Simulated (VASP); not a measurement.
Input of a VASP 6.6.1 run:

Contents of POSCAR:

```
NiGe
1.0
    0.0000000000      2.5377763786      2.5377763786
    2.5377763786      0.0000000000      2.5377763786
    2.5377763786      2.5377763786      0.0000000000
Ni Ge
1 1
Direct
    0.0000000000      0.0000000000      0.0000000000
    0.2500000000      0.2500000000      0.2500000000
```

Contents of INCAR.step1:

```
PREC = Accurate ; ENCUT = 600
ISMEAR = 0 ; SIGMA = 0.1
LREAL = False ; LASPH = True
NELM = 80 ; GGA = PE
ALGO = Normal ; EDIFF = 1E-4
LWAVE = True ; LCHARG = False
```

Contents of INCAR.step2:

```
PREC = Accurate ; ENCUT = 600
EDIFF = 1E-6 ; ISMEAR = 0
SIGMA = 0.1 ; LREAL = False
LASPH = True ; NELM = 80
ALGO = Normal ; ISIF = 3
LWAVE = False ; LCHARG = False
METAGGA = R2SCAN ; LMIXTAU = True
IBRION = 2 ; NSW = 100
EDIFFG = -0.05 ; ISTART = 1
```

Contents of KPOINTS:

```
Automatic mesh
0
Gamma
  6 6 6
```

Potentials or basis: VASP PAW PBE potentials, release 64 (Ni, Ge_d).

Run with:

```bash
$ cat potpaw_PBE.64/Ni/POTCAR potpaw_PBE.64/Ge_d/POTCAR > POTCAR
$ cp INCAR.step1 INCAR
$ mpirun -np 1 vasp_std > vasp.out
$ cp INCAR.step2 INCAR
$ mpirun -np 1 vasp_std > vasp.out
```

(1) Estimate the relaxed volume.

(2) Estimate the space group after relaxing (to 0.1 Å).

(3) Predict the relaxed cell.

Results:

(1) 18.28 Å³/atom.

(2) F-43m (No. 216).

(3) a = 3.726 Å, b = 3.726 Å, c = 3.726 Å, α = 60.00°, β = 60.00°, γ = 60.00°.

Caveat: the PAW data sets were made with another functional, which shifts forces and pressure a little.
